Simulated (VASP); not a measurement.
Input of a VASP 6.6.1 run:

INCAR

```
ALGO = Normal ; EDIFF = 1E-6
ENCUT = 910 ; GGA = PE
GGA_COMPAT = F ; ISIF = 2
ISMEAR = -1 ; LASPH = T
LCHARG = F ; LREAL = F
LWAVE = F ; NBANDS = 28
NELM = 120 ; PREC = Accurate
SIGMA = 0.05
```

Contents of KPOINTS:

```
k-points
0
Gamma
  7 7 7
```

The input POSCAR:

```
BaTiO3
1.0
    4.0524349834      0.0000000000      0.0000000000
    0.0000000000      4.0524349834      0.0000000000
    0.0000000000      0.0000000000      4.0708744845
Ba Ti O
1 1 3
Direct
    0.0000000000      0.0000000000      0.0000000000
    0.5000000000      0.5000000000      0.4900000000
    0.0000000000      0.5000000000      0.5170000000
    0.5000000000      0.0000000000      0.5170000000
    0.5000000000      0.5000000000      0.0190000000
```

Potentials or basis: VASP PAW PBE potentials, release 64 (Ba_sv, Ti_sv, O_h).

The run is started by

```console
$ cat potpaw_PBE.64/Ba_sv/POTCAR potpaw_PBE.64/Ti_sv/POTCAR potpaw_PBE.64/O_h/POTCAR > POTCAR
$ mpirun -np 1 vasp_std > vasp.out
```

Q: Predict the pressure.

A: -2.6 GPa.

Q: Predict the largest force.

A: 0.518 eV/Å.

Q: Estimate the band gap on the k mesh.

A: 1.79 eV (least direct gap 2.01 eV).

Forces in eV/Å, atoms in the order of the input:
```
Ba   0.000  0.000  0.039
Ti   0.000  0.000 -0.308
O    0.000  0.000 -0.125
O    0.000  0.000 -0.125
O    0.000  0.000  0.518
```

Caveat: the cutoff is under 1.25 times the usual one of these potentials, so pressure, stress and relaxed cells hold a basis-set (Pulay) error; spin-orbit coupling is left out, which moves the levels of the heavy elements; an odd mesh through Γ misses points on the zone boundary, where band edges can lie.
